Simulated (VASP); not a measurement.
**SnSe: single point with PBE**

SnSe:

```
Sn Se
1.0
     0.06020    3.04010    3.04010
     3.04010    0.06020    3.04010
     3.04010    3.04010    0.06020
Sn Se
1 1
Direct
  0.00000 0.00000 0.00000
  0.50000 0.50000 0.50000
```

This cell differs from its parent crystal: equal xy, yz and zx shear strains of +2 %.

```json
{
 "Program": "VASP 6.6.1",
 "Task": "single point",
 "Functional": "PBE",
 "Potentials or basis": "VASP PAW PBE potentials, release 64 (Sn_d, Se)",
 "Cutoff": "520 eV",
 "k mesh": "7 × 7 × 7",
 "Occupations": "fermi-dirac, width 0.01 eV",
 "Spin": "no spin polarisation"
}
```

```json
{"Pressure": "1.0 GPa", "Band gap on the k mesh": "0.60 eV, indirect (least direct gap 0.76 eV)"}
```

Stress tensor (GPa, compression positive):
```
 0.95 -0.37 -0.37
-0.37  0.95 -0.37
-0.37 -0.37  0.95
```

Levels at points of the mesh, in eV from the valence-band top:
| k point | band 7 | band 8 | band 9 | band 10 | band 11 | band 12 | band 13 | band 14 |
| --- | --- | --- | --- | --- | --- | --- | --- | --- |
| (0.00, 0.00, 0.00) | -5.06 | -2.35 | -2.09 | -2.09 | 4.31 | 4.31 | 4.37 | 5.63 |

Wall time 13 s on 1 thread of Intel(R) Xeon(R) 6975P-C (Granite Rapids), on a shared host, peak memory 0.19 GiB.

Caveat: the cell differs from its parent crystal (equal xy, yz and zx shear strains of +2 %); spin-orbit coupling is left out, which moves the levels of the heavy elements. A k mesh can miss the band edges.
